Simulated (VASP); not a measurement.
Set up this calculation in VASP 6.6.1, as the native input.

```
Task                   : relaxation of cell and atoms
Functional             : PBE
Potentials or basis    : VASP PAW PBE potentials, release 64 (Zn, Bi_d)
Cutoff                 : 600 eV
k mesh                 : 4 × 4 × 4
Occupations            : gaussian, width 0.1 eV
Spin                   : no spin polarisation
Dipole correction      : no
Further INCAR settings : ALGO = Fast; EDIFF = 1e-06; IBRION = 2; EDIFFG = -0.04; NSW = 90; ISIF = 3
```

The structure of Zn3Bi2 lies in POSCAR:

```
Zn3Bi2
1.0
    4.0313408300      0.0000000000      0.0000000000
    0.0000000000      4.0313408300      0.0000000000
    0.0000000000      0.0000000000      5.9376766000
Zn Bi
3 2
Direct
    0.5000000000      0.0000000000      0.9934612500
    0.0000000000      0.5000000000      0.9934612500
    0.0000000000      0.0000000000      0.2721384500
    0.0000000000      0.0000000000      0.7211286400
    0.5000000000      0.5000000000      0.2898103300
```

The cell was generated, and may not be a known phase.

These files were run (other wordings do the same):

INCAR

```
PREC = Accurate
ENCUT = 600
EDIFF = 1E-6
ISMEAR = 0
SIGMA = 0.1
LREAL = F
LASPH = T
NELM = 100
ALGO = Fast
ISIF = 3
LWAVE = F
LCHARG = F
GGA = PE
IBRION = 2
NSW = 90
EDIFFG = -0.04
```

KPOINTS

```
regular mesh
0
Gamma
  4 4 4
```

Potentials or basis: VASP PAW PBE potentials, release 64 (Zn, Bi_d).

Run with:

```console
$ cat potpaw_PBE.64/Zn/POTCAR potpaw_PBE.64/Bi_d/POTCAR > POTCAR
$ mpirun -np 1 vasp_std > vasp.out
```

Results of the run:

| Item | Value |
| --- | --- |
| Relaxed volume | 24.32 Å³/atom |
| Relaxed cell | a = 4.287 Å, b = 4.287 Å, c = 6.616 Å, α = 90.00°, β = 90.00°, γ = 90.00° |
| Space group after relaxing (to 0.1 Å) | P4mm (No. 99) |
| Energy gained by relaxing | 401.8 meV/atom |
| Ionic steps | 16 |
| Pressure after relaxing | -0.1 GPa |
| Largest force after relaxing | 0.029 eV/Å |
| Band gap on the k mesh | zero (bands 33 and 34 overlap by 2.73 eV) |

Caveat: the k points lie up to 0.37 Å⁻¹ apart in the final cell, too coarse for converged energies and pressures of a metal; the volume moved by over 15 % at a fixed basis, so the end points are rough; spin-orbit coupling is left out, which moves the levels of the heavy elements.

Wall time 20 min on 1 thread of Oxide Virtual Turin-like Processor (shared host), peak memory 0.22 GiB.
